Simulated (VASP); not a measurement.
# CsTa4 (Pm-3m) in VASP: notebook, part 2 of 2

VASP 6.6.1.

## 3. Relaxation of cell and atoms, PBE

This run uses another cell than the first one, of 24.24 Å³/atom, 1.017 times its volume.

The input, INCAR:

```
SYSTEM = CsTa4
PREC = Accurate
ENCUT = 600
EDIFF = 1E-6
ISMEAR = 0
SIGMA = 0.1
LREAL = .FALSE.
LASPH = .TRUE.
NELM = 100
ALGO = Normal
ISIF = 3
LWAVE = .FALSE.
LCHARG = .FALSE.
GGA = PE
IBRION = 2
NSW = 100
EDIFFG = -0.01
```

The input, KPOINTS:

```
Automatic mesh
0
G
  8 8 8
  0 0 0
```

The input, POSCAR:

```
CsTa4
1.0
    4.9487801200      0.0000000000      0.0000000000
    0.0000000000      4.9487801200      0.0000000000
    0.0000000000      0.0000000000      4.9487801200
Cs Ta
1 4
Direct
    0.5000000000      0.5000000000      0.5000000000
    0.0000000000      0.0000000000      0.0000000000
    0.5000000000      0.5000000000      0.0000000000
    0.5000000000      0.0000000000      0.5000000000
    0.0000000000      0.5000000000      0.5000000000
```

Potentials or basis: VASP PAW PBE potentials, release 64 (Cs_sv, Ta_pv).

Run with:

```console
$ cat potpaw_PBE.64/Cs_sv/POTCAR potpaw_PBE.64/Ta_pv/POTCAR > POTCAR
$ mpirun -np 1 vasp_std > vasp.out
```

OUTCAR:

```text
SYSTEM = CsTa4
   PREC = Accurate
   ENCUT = 600
   EDIFF = 1E-6
   ISMEAR = 0
   LREAL = .FALSE.
   LASPH = .TRUE.
   NELM = 100
   ISIF = 3
   GGA = PE
   IBRION = 2
   NSW = 100
   EDIFFG = -0.01

 ion  position               nearest neighbor table
   1  0.500  0.500  0.500-   3 2.47   4 2.47   5 2.47   3 2.47   4 2.47   5 2.47
   2  0.000  0.000  0.000-   3 3.50   4 3.50   5 3.50   4 3.50   5 3.50   3 3.50   5 3.50   5 3.50
                             3 3.50   4 3.50   4 3.50   3 3.50
   3  0.500  0.500  0.000-   1 2.47   1 2.47   4 3.50   5 3.50   2 3.50   4 3.50   5 3.50   2 3.50
                             4 3.50   4 3.50   2 3.50   5 3.50   5 3.50   2 3.50
   4  0.500  0.000  0.500-   1 2.47   1 2.47   3 3.50   5 3.50   2 3.50   3 3.50   2 3.50   3 3.50
                             5 3.50   3 3.50   2 3.50   5 3.50   2 3.50   5 3.50
   5  0.000  0.500  0.500-   1 2.47   1 2.47   3 3.50   4 3.50   2 3.50   3 3.50   2 3.50   4 3.50
                             2 3.50   2 3.50   3 3.50   4 3.50   3 3.50   4 3.50

  LATTYP: Found a simple cubic cell.
 ALAT       =     4.9487801200

  Lattice vectors:

 A1 = (   4.9487801200,   0.0000000000,   0.0000000000)
 A2 = (   0.0000000000,   4.9487801200,   0.0000000000)
 A3 = (   0.0000000000,   0.0000000000,   4.9487801200)

[... 184 lines left out ...]
------------------------ aborting loop because EDIFF is reached ----------------------------------------

  FORCE on cell =-STRESS in cart. coord.  units (eV):
  Direction    XX          YY          ZZ          XY          YZ          ZX
  --------------------------------------------------------------------------------------
  -------------------------------------------------------------------------------------
  Total        0.7724524      0.7724524      0.7724524      0.0000000     -0.0000000      0.0000000
  in kB       10.2114595     10.2114595     10.2114595      0.0000000     -0.0000000      0.0000000
  external PRESSURE =      10.2114595 kB  Pullay stress =       0.0000000 kB
[... 65 lines left out ...]
--------------------------------------- Ionic step        3  -------------------------------------------

 number of electron      52.9999991 magnetization

 Free energy of the ion-electron system (eV)
  ---------------------------------------------------
  ext. energy  EPLUGINS =         0.00000000
  ---------------------------------------------------
  free energy    TOTEN  =       -31.57727768 eV

  energy without entropy =      -31.53934316  energy(sigma->0) =      -31.55831042

 E-fermi :   4.2707     XC(G=0): -11.0318

 val. band max:        4.2613948190   @ k =   0.5000   0.2500   0.0000
 cond. band min:       4.2767556659   @ k =   0.2500   0.2500   0.0000
 fundamental gap:      0.0153608469
 Fermi energy:         4.2706907745

 k-point     1 :       0.0000    0.0000    0.0000
  band No.  band energies     occupation
      1     -31.1181      2.00000
      2     -31.1181      2.00000
      3     -31.1181      2.00000
      4     -31.0695      2.00000
      5     -31.0695      2.00000
      6     -31.0695      2.00000
[... 805 lines left out ...]
     30       4.9466      0.00000
     31       5.3007      0.00000

 [... further k-points ...]
[... 5 lines left out ...]
  --------------------------------------------------------------------------------------
  -------------------------------------------------------------------------------------
  Total       -0.0001191     -0.0001191     -0.0001191     -0.0000000      0.0000000     -0.0000000
  in kB       -0.0015614     -0.0015614     -0.0015614     -0.0000000      0.0000000     -0.0000000
  external PRESSURE =      -0.0015614 kB  Pullay stress =       0.0000000 kB
[... 20 lines left out ...]
  FREE ENERGIE OF THE ION-ELECTRON SYSTEM (eV)
  ---------------------------------------------------
  free  energy   TOTEN  =       -31.5772776810 eV

  energy  without entropy=      -31.5393431568  energy(sigma->0) =      -31.55831042

 reached required accuracy - stopping structural energy minimisation
```

CONTCAR:

```text
CsTa4
   1.00000000000000
     4.9625340535797537   -0.0000000000000000    0.0000000000000000
     0.0000000000000000    4.9625340535797537    0.0000000000000000
    -0.0000000000000000   -0.0000000000000000    4.9625340535797537
  Cs              Ta
     1     4
Direct
     0.5000000000000000    0.5000000000000000    0.5000000000000000
     0.0000000000000000    0.0000000000000000    0.0000000000000000
     0.5000000000000000    0.5000000000000000    0.0000000000000000
     0.5000000000000000    0.0000000000000000    0.5000000000000000
     0.0000000000000000    0.5000000000000000    0.5000000000000000

  0.00000000E+00  0.00000000E+00  0.00000000E+00
  0.00000000E+00  0.00000000E+00  0.00000000E+00
  0.00000000E+00  0.00000000E+00  0.00000000E+00
  0.00000000E+00  0.00000000E+00  0.00000000E+00
  0.00000000E+00  0.00000000E+00  0.00000000E+00
```

It took 2.1 min on 1 thread of Intel Xeon 6975P-C (Granite Rapids), shared host; peak memory 0.34 GiB.

Results:

- Free energy: -31.5773 eV
- Relaxed volume: 24.44 Å³/atom
- Relaxed cell: a = 4.963 Å, b = 4.963 Å, c = 4.963 Å, α = 90.00°, β = 90.00°, γ = 90.00°
- Space group after relaxing (to 0.05 Å): Pm-3m (No. 221)
- Energy gained by relaxing: 0.6 meV/atom
- Ionic steps: 3
- Pressure after relaxing: 0.0 GPa

The path:
```tsv
step	energy change (eV)	largest force (eV/Å)	pressure (GPa)	volume (Å³)
1	0.0000	0.0000	1.02	121.20
2	0.0056	0.0000	-1.61	123.93
3	-0.0032	0.0000	0.00	122.21
```

Final structure:
```
Cs Ta
1.0
     4.96253    0.00000    0.00000
     0.00000    4.96253    0.00000
     0.00000    0.00000    4.96253
Cs Ta
1 4
Cartesian
  2.4813 2.4813 2.4813
  0.0000 0.0000 0.0000
  2.4813 2.4813 0.0000
  2.4813 0.0000 2.4813
  0.0000 2.4813 2.4813
```

Levels at points of the mesh, in eV from the Fermi level:
```csv
k point,band 24,band 25,band 26,band 27,band 28,band 29,band 30,band 31
"(0.00, 0.00, 0.00)",-1.60,-0.40,-0.40,-0.40,2.18,2.18,2.18,2.20
"(0.50, 0.00, 0.00)",-1.09,-0.23,-0.23,-0.14,0.52,0.76,0.76,0.84
"(0.50, 0.50, 0.00)",-0.61,-0.51,-0.49,-0.49,0.59,0.82,0.90,0.90
"(0.50, 0.50, 0.50)",-0.49,-0.49,-0.49,0.12,0.12,1.65,1.65,1.65
```

Caveat: spin-orbit coupling is left out, which moves the levels of the heavy elements.

## 4. Single point, PBE

This run uses another cell than the first one, of 24.24 Å³/atom, 1.017 times its volume.

The input, INCAR:

```
  PREC = Accurate
  ENCUT = 520
  EDIFF = 1E-7
  ISMEAR = 0
  SIGMA = 0.1
  LREAL = False
  LASPH = True
  NELM = 100
  ALGO = Normal
  ISIF = 2
  LWAVE = False
  LCHARG = False
  GGA = PE
  NBANDS = 34
```

The input, KPOINTS:

```
regular mesh
0
Gamma
  4 4 4
```

POSCAR is that of step 3.

Run with:

```console
$ cat potpaw_PBE.64/Cs_sv/POTCAR potpaw_PBE.64/Ta_pv/POTCAR > POTCAR
$ mpirun -np 1 vasp_std > vasp.out
```

Run time: 21 s. Hardware: 1 thread of Intel Xeon 6975P-C (Granite Rapids), shared host; peak memory 0.25 GiB.

Results (log left out):

```yaml
Free_energy: -31.5944 eV
Pressure: 0.2 GPa
```

Levels at points of the mesh, in eV from the Fermi level:
```csv
k point,band 24,band 25,band 26,band 27,band 28,band 29,band 30,band 31
"(0.00, 0.00, 0.00)",-1.71,-0.42,-0.42,-0.42,2.19,2.19,2.19,2.22
"(0.50, 0.00, 0.00)",-1.10,-0.25,-0.25,-0.18,0.53,0.75,0.75,0.83
"(0.50, 0.50, 0.00)",-0.72,-0.53,-0.53,-0.51,0.53,0.81,0.84,0.89
"(0.50, 0.50, 0.50)",-0.54,-0.54,-0.54,0.12,0.12,1.64,1.64,1.64
```

Caveat: spin-orbit coupling is left out, which moves the levels of the heavy elements.

## 5. Single point, PBE

This run uses another cell than the first one, of 24.24 Å³/atom, 1.017 times its volume.

The input, INCAR:

```
PREC = Accurate
ENCUT = 500
EDIFF = 1E-6
ISMEAR = 0
SIGMA = 0.1
LREAL = False
LASPH = True
NELM = 120
ALGO = Normal
ISIF = 2
LWAVE = False
LCHARG = False
GGA = PE
NBANDS = 38
GGA_COMPAT = False
```

KPOINTS is that of step 4.

POSCAR is that of step 4.

Potentials or basis: VASP PAW PBE potentials, release 64 (Cs_sv, Ta_sv_GW).

Run with:

```console
$ cat potpaw_PBE.64/Cs_sv/POTCAR potpaw_PBE.64/Ta_sv_GW/POTCAR > POTCAR
$ mpirun -np 1 vasp_std > vasp.out
```

OUTCAR:

```text
PREC = Accurate
   ENCUT = 500
   EDIFF = 1E-6
   ISMEAR = 0
   LREAL = False
   LASPH = True
   NELM = 120
   ISIF = 2
   GGA = PE

 ion  position               nearest neighbor table
   1  0.500  0.500  0.500-   3 2.47   4 2.47   5 2.47   3 2.47   4 2.47   5 2.47
   2  0.000  0.000  0.000-
   3  0.500  0.500  0.000-   1 2.47   1 2.47
   4  0.500  0.000  0.500-   1 2.47   1 2.47
   5  0.000  0.500  0.500-   1 2.47   1 2.47

  LATTYP: Found a simple cubic cell.
[... 593 lines left out ...]
  Direction    XX          YY          ZZ          XY          YZ          ZX
  --------------------------------------------------------------------------------------
  -------------------------------------------------------------------------------------
  Total       -0.4343610     -0.4343610     -0.4343610      0.0000000      0.0000000     -0.0000000
  in kB       -5.7420494     -5.7420494     -5.7420494      0.0000000      0.0000000     -0.0000000
  external PRESSURE =      -5.7420494 kB  Pullay stress =       0.0000000 kB

 VOLUME and BASIS-vectors are now :
 -----------------------------------------------------------------------------
  energy-cutoff  :      500.00
  volume of cell :      121.20
      direct lattice vectors                 reciprocal lattice vectors
     4.948780120  0.000000000  0.000000000     0.202070000  0.000000000  0.000000000
     0.000000000  4.948780120  0.000000000     0.000000000  0.202070000  0.000000000
     0.000000000  0.000000000  4.948780120     0.000000000  0.000000000  0.202070000

 POSITION                                       TOTAL-FORCE (eV/Angst)
 -----------------------------------------------------------------------------------
      2.47439      2.47439      2.47439         0.000000      0.000000      0.000000
      0.00000      0.00000      0.00000         0.000000      0.000000      0.000000
      2.47439      2.47439      0.00000         0.000000      0.000000      0.000000
      2.47439      0.00000      2.47439         0.000000      0.000000      0.000000
      0.00000      2.47439      2.47439         0.000000      0.000000      0.000000
 -----------------------------------------------------------------------------------
    total drift:                                0.000000      0.000000      0.000000

  FREE ENERGIE OF THE ION-ELECTRON SYSTEM (eV)
  ---------------------------------------------------
  free  energy   TOTEN  =       -41.5767306629 eV

  energy  without entropy=      -41.5325898535  energy(sigma->0) =      -41.55466026
```

OSZICAR:

```text
N       E                     dE             d eps       ncg     rms          rms(c)
DAV:   1     0.597923123739E+03    0.59792E+03   -0.35097E+04   824   0.148E+03
DAV:   2    -0.518939809731E+00   -0.59844E+03   -0.58703E+03   934   0.402E+02
DAV:   3    -0.465476224024E+02   -0.46029E+02   -0.45225E+02  1048   0.105E+02
DAV:   4    -0.475479129271E+02   -0.10003E+01   -0.96869E+00  1056   0.157E+01
DAV:   5    -0.475820235708E+02   -0.34111E-01   -0.33540E-01  1076   0.217E+00    0.136E+02
DAV:   6    -0.436559188251E+02    0.39261E+01   -0.31531E+01   962   0.135E+01    0.103E+02
DAV:   7    -0.469925071732E+02   -0.33366E+01   -0.87999E+01   952   0.174E+01    0.720E+01
DAV:   8    -0.437997730709E+02    0.31927E+01   -0.44093E+00   924   0.683E+00    0.245E+01
DAV:   9    -0.415976458296E+02    0.22021E+01   -0.65151E+00   890   0.531E+00    0.133E+01
DAV:  10    -0.416052900998E+02   -0.76443E-02   -0.21558E-01  1026   0.136E+00    0.589E+00
DAV:  11    -0.415796873938E+02    0.25603E-01   -0.26778E-01   964   0.114E+00    0.205E+00
DAV:  12    -0.415794072883E+02    0.28011E-03   -0.50488E-02   990   0.603E-01    0.243E+00
DAV:  13    -0.415776392145E+02    0.17681E-02   -0.44143E-03   986   0.292E-01    0.499E-01
DAV:  14    -0.415767957394E+02    0.84348E-03   -0.66622E-03   990   0.169E-01    0.334E-01
DAV:  15    -0.415767384371E+02    0.57302E-04   -0.29546E-04  1012   0.544E-02    0.171E-01
DAV:  16    -0.415767417398E+02   -0.33027E-05   -0.16460E-04   974   0.292E-02    0.200E-01
DAV:  17    -0.415767306877E+02    0.11052E-04   -0.47015E-05  1012   0.179E-02    0.123E-02
DAV:  18    -0.415767306629E+02    0.24883E-07   -0.54170E-06   854   0.728E-03
   1 F= -.41576731E+02 E0= -.41554660E+02  d E =-.441408E-01
```

Run time: 27 s. Hardware: 1 thread of Intel Xeon 6975P-C (Granite Rapids), shared host; peak memory 0.22 GiB.

Results:

* Free energy: -41.5767 eV
* Pressure: -0.6 GPa

Levels at points of the mesh, in eV from the Fermi level:
```
           k point  band 28  band 29  band 30  band 31  band 32  band 33  band 34  band 35
(0.00, 0.00, 0.00)    -1.71    -0.42    -0.42    -0.42     2.19     2.19     2.19     2.23
(0.50, 0.00, 0.00)    -1.10    -0.25    -0.25    -0.18     0.53     0.75     0.75     0.83
(0.50, 0.50, 0.00)    -0.72    -0.53    -0.53    -0.51     0.53     0.81     0.84     0.89
(0.50, 0.50, 0.50)    -0.54    -0.54    -0.54     0.12     0.12     1.64     1.64     1.64
```

Caveat: spin-orbit coupling is left out, which moves the levels of the heavy elements.

## 6. Summary

```csv
task,potentials or basis,cell,k mesh,cutoff (eV),second run,gap on the mesh (eV),pressure (GPa)
single point,"VASP PAW PBE potentials, release 64 (Cs_sv, Ta_pv)","a = 4.921 Å, 5 atoms",8 × 8 × 8,520,-,none,3.2
relaxation of cell and atoms,"VASP PAW PBE potentials, release 64 (Cs_sv, Ta_pv)","relaxed from a = 4.949 Å, 5 atoms",8 × 8 × 8,600,-,none,0.0
single point,"VASP PAW PBE potentials, release 64 (Cs_sv, Ta_pv)","a = 4.949 Å, 5 atoms",4 × 4 × 4,520,-,none,0.2
single point,"VASP PAW PBE potentials, release 64 (Cs_sv, Ta_sv_GW)","a = 4.949 Å, 5 atoms",4 × 4 × 4,500,valence_matched,none,-0.6
```

Alike in all rows: level PBE; no spin polarisation; smearing gaussian 0.1 eV.

Caveats: spin-orbit coupling is left out, which moves the levels of the heavy elements.

Absolute energies hang on the potentials; compare differences alone.
